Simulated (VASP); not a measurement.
# C: single point with PBE

The system is C, a wire with vacuum.

```
CELL_PARAMETERS angstrom
14.10000 0.00000 0.00000
0.00000 13.80000 0.00000
0.00000 0.00000 2.52541
ATOMIC_POSITIONS crystal
C 0.50000 0.46765 0.00000
C 0.58955 0.53235 0.00000
C 0.41045 0.59705 0.50000
C 0.41045 0.33825 0.50000
C 0.50000 0.66175 0.50000
C 0.50000 0.40295 0.50000
C 0.58955 0.59705 0.50000
C 0.58955 0.33825 0.50000
C 0.32089 0.40295 0.50000
C 0.67911 0.40295 0.50000
C 0.32089 0.46765 0.00000
C 0.67911 0.46765 0.00000
C 0.41045 0.53235 0.00000
```

| Property | Result |
| --- | --- |
| Program | VASP 6.6.1 |
| Task | single point |
| Functional | PBE |
| Potentials or basis | VASP PAW PBE potentials, release 64 (C) |
| Cutoff | 520 eV |
| k mesh | 1 × 1 × 13 |
| Occupations | gaussian, width 0.05 eV |
| Spin | collinear spin |
| Starting moments | [0.3, 0.3, 0.3, 0.3, 0.3, 0.3, 0.3, 0.3, 0.3, 0.3, 0.3, 0.3, 0.3] μB |
| Dipole correction | no |
| Further INCAR settings | ALGO = Normal; EDIFF = 1e-07; NBANDS = 42 |

The largest force is 5.665 eV/Å, the net moment is 1.94 μB per cell and the site moments are C +0.05, +0.00, +0.27, -0.01, -0.02, +0.02, +0.13, +0.12 (each value once) μB. The valence electrons inside the program's atomic spheres are C 2.54, 2.51, 2.41, 2.25, 2.39 (each value once).

Forces in eV/Å, atoms in the order of the input:
```
C    0.000 -0.772  0.000
C    2.331  3.159  0.000
C    4.091 -0.053  0.000
C   -3.121  2.264  0.000
C    0.000 -3.529  0.000
C    0.000 -1.170  0.000
C   -4.091 -0.053  0.000
C    3.121  2.264  0.000
C    2.831  2.928  0.000
C   -2.831  2.928  0.000
C    1.074 -5.563  0.000
C   -1.074 -5.563  0.000
C   -2.331  3.159  0.000
```

Levels at points of the mesh, in eV from the Fermi level:
Spin up:
| k point | band 23 | band 24 | band 25 | band 26 | band 27 | band 28 | band 29 | band 30 | band 31 | band 32 |
| --- | --- | --- | --- | --- | --- | --- | --- | --- | --- | --- |
| (0.00, 0.00, 0.00) | -2.05 | -1.00 | -0.46 | -0.26 | 0.37 | 0.88 | 1.21 | 3.18 | 3.91 | 4.30 |
Spin down:
| k point | band 22 | band 23 | band 24 | band 25 | band 26 | band 27 | band 28 | band 29 |
| --- | --- | --- | --- | --- | --- | --- | --- | --- |
| (0.00, 0.00, 0.00) | -2.06 | -1.75 | -0.31 | 0.19 | 0.33 | 1.09 | 1.36 | 1.91 |

Run time: 25 min on 1 thread of Oxide Virtual Turin-like Processor, on a shared host, peak memory 0.74 GiB.

Caveat: a moment this small can come from the mesh or the smearing.
